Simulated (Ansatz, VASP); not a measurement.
Si in VASP and in Ansatz

INCAR

```
ALGO = Normal ; EDIFF = 1E-6
ENCUT = 520 ; ISIF = 2
ISMEAR = 0 ; LASPH = True
LCHARG = False ; LREAL = False
LWAVE = False ; NBANDS = 26
NELM = 100 ; PREC = Accurate
SIGMA = 0.15
```

KPOINTS

```
k-points
0
Gamma
  8 8 8
```

The input POSCAR:

```
Si
1.0
   -3.2836945433      3.2836945433      3.2836945433
    3.2836945433     -3.2836945433      3.2836945433
    3.2836945433      3.2836945433     -3.2836945433
Si
8
Direct
    0.1810464521      0.1810464521      0.1810464521
    0.5000000000      0.0000000000      0.2955162915
    0.2955162915      0.5000000000      0.0000000000
    0.0000000000      0.2955162915      0.5000000000
    0.7955162915      0.7955162915      0.7955162915
    0.5000000000      0.0000000000      0.7044837085
    0.7044837085      0.5000000000      0.0000000000
    0.0000000000      0.7044837085      0.5000000000
```

Input for Ansatz:

```yaml
crystal:
  lattice:
    - [-3.2836945433, 3.2836945433, 3.2836945433]
    - [3.2836945433, -3.2836945433, 3.2836945433]
    - [3.2836945433, 3.2836945433, -3.2836945433]
  atoms:
    - { symbol: Si, position: [0.1810464521, 0.1810464521, 0.1810464521] }
    - { symbol: Si, position: [0.5, 0.0, 0.2955162915] }
    - { symbol: Si, position: [0.2955162915, 0.5, 0.0] }
    - { symbol: Si, position: [0.0, 0.2955162915, 0.5] }
    - { symbol: Si, position: [0.7955162915, 0.7955162915, 0.7955162915] }
    - { symbol: Si, position: [0.5, 0.0, 0.7044837085] }
    - { symbol: Si, position: [0.7044837085, 0.5, 0.0] }
    - { symbol: Si, position: [0.0, 0.7044837085, 0.5] }
basis:
  ecutwfc: 420
kpoints:
  mp_grid: { grid: [8, 8, 8] }
hamiltonian:
  xc: lda
scf:
  occupations: { method: gaussian, width: 0.15 }
output:
  forces: true
  stress: true
  eigenvalues: true
```

Alike in both runs: task single point; functional LDA; k mesh 8 × 8 × 8; occupations gaussian, width 0.15 eV; no spin polarisation.

```csv
,VASP,Ansatz
version,VASP 6.6.1,Ansatz 0.2.0
potentials or method,"VASP PAW LDA potentials, release 64 (Si), cutoff 520 eV","scalar-relativistic, plane waves, PAW"
valence electrons in the cell,32,32
```

|  | VASP | Ansatz | Ansatz less VASP |
| --- | --- | --- | --- |
| gap on the k mesh at the Fermi level (eV) | none | none | - |
| pressure (GPa) | 0.9 | 0.9 | -0.05 |
| traceless stress, the component that is largest in VASP (GPa) | 1.24 | 1.24 | -0.004 |
| rms of the force components (eV/Å) | 0.441 | 0.438 | -0.0024 |

LDA's correlation is that of Perdew and Zunger in VASP and of Perdew and Wang (1992) in Ansatz. Atom by atom the forces differ by 0.004 eV/Å (rms over components). A gap of «none» marks a metal or a gap that the smearing closes.
